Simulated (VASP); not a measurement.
Wanted: the native input for a VASP 6.6.1 run.

```
Task                   : single point
Functional             : PBE
Potentials or basis    : VASP PAW PBE potentials, release 64 (Hf_pv)
Cutoff                 : 520 eV
k mesh                 : 12 × 12 × 12
Occupations            : fermi-dirac, width 0.1 eV
Spin                   : no spin polarisation
Dipole correction      : no
Further INCAR settings : ALGO = Normal; EDIFF = 1e-06; NBANDS = 17
```

The structure of Hf lies in POSCAR:

```
Hf
1.0
    0.0000000000      3.2175065968      3.2175065968
    3.2175065968      0.0000000000      3.2175065968
    3.2175065968      3.2175065968      0.0000000000
Hf
2
Direct
   -0.1250000000     -0.1250000000     -0.1250000000
    0.1250000000      0.1250000000      0.1250000000
```

This cell differs from its parent crystal: volume scaled by 0.95.

The input as run:

INCAR

```
SYSTEM = Hf
PREC = Accurate
ENCUT = 520
EDIFF = 1E-6
ISMEAR = -1
SIGMA = 0.1
LREAL = .False.
LASPH = .True.
NELM = 60
ALGO = Normal
ISIF = 2
LWAVE = .False.
LCHARG = .False.
GGA = PE
NBANDS = 17
```

KPOINTS

```
Automatic mesh
0
Gamma
  12 12 12
  0 0 0
```

Potentials or basis: VASP PAW PBE potentials, release 64 (Hf_pv).

Launch:

```bash
$ cat potpaw_PBE.64/Hf_pv/POTCAR > POTCAR
$ mpirun -np 1 vasp_std > vasp.out
```

It gave:

| Quantity | Value |
| --- | --- |
| Pressure | 1.4 GPa |
| Band gap on the k mesh | zero (band 10 reaches 2.15 eV, above the bottom of band 11 at 1.49 eV) |

Caveat: spin-orbit coupling is left out, which moves the levels of the heavy elements.

Run time: 2.1 min on 1 thread of AMD EPYC 7R13, with other jobs on the host, peak memory 0.21 GiB.
